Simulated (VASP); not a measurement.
A run of VASP 6.6.1:

Contents of INCAR:

```
SYSTEM = Zn
ALGO     = Normal         ! electronic algorithm
EDIFF    = 1E-6           ! SCF threshold, eV
ENCUT    = 520            ! plane-wave cutoff, eV
ISIF     = 2              ! what is computed and relaxed
ISMEAR   = 1              ! smearing method
LASPH    = .TRUE.         ! aspherical terms in the spheres
LCHARG   = .FALSE.        ! write CHGCAR
LREAL    = .FALSE.        ! projectors in reciprocal space
LWAVE    = .FALSE.        ! write WAVECAR
NBANDS   = 12             ! bands
NELM     = 100            ! most SCF steps
PREC     = Accurate       ! precision mode
SIGMA    = 0.1            ! smearing width, eV
```

The input KPOINTS:

```
k-points
0
G
  11 11 11
  0 0 0
```

Contents of POSCAR:

```
Zn
1.0
    0.0000000000      1.7532145270      1.7532145270
    1.7532145270      0.0000000000      1.7532145270
    1.7532145270      1.7532145270      0.0000000000
Zn
1
Direct
    0.0000000000      0.0000000000      0.0000000000
```

Potentials or basis: VASP PAW LDA potentials, release 64 (Zn).

Command:

```bash
$ cat potpaw_LDA.64/Zn/POTCAR > POTCAR
$ mpirun -np 1 vasp_std > vasp.out
```

Hardware: 1 thread of Intel(R) Xeon(R) 6975P-C (Granite Rapids), on a shared host.

Problem. Estimate the wall time of this run.

Solution. It took 2.9 s on 1 thread of Intel(R) Xeon(R) 6975P-C (Granite Rapids), on a shared host, peak memory 0.11 GiB. Counts: scf iterations 10, k points 56.
